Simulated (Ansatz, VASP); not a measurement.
## Two plane-wave programs on BiTe

```
Bi Te
1.0
     0.00000    3.23500    3.23500
     3.23500    0.00000    3.23500
     3.23500    3.23500    0.00000
Bi Te
1 1
Direct
  0.00000 0.00000 0.00000
  0.50000 0.50000 0.50000
```

Alike in both runs: functional r2SCAN; dispersion rVV10; k mesh 7 × 7 × 7; occupations fermi-dirac, width 0.01 eV; no spin polarisation.

|  | VASP | Ansatz |
| --- | --- | --- |
| version | VASP 6.6.1 | Ansatz 0.2.0 |
| potentials or method | VASP PAW PBE potentials, release 64 (Bi_d, Te) | Ansatz PAW |
| plane-wave cutoff (eV) | 520 | 500 |
| valence electrons in the cell | 21 | 31 |
| task | single point | electrostatic potential |

```tsv
	VASP	Ansatz	Ansatz less VASP
gap on the k mesh at the Fermi level (eV)	none	none	-
pressure (GPa)	-0.7	-0.8	-0.15
```

VASP's potentials were made for PBE, not for r2SCAN. A gap of «none» marks a metal or a gap that the smearing closes. VASP's potentials hold 21 valence electrons a cell and Ansatz's 31, so a difference there can come from the potentials and not from the codes.

Spin-orbit coupling is off throughout.
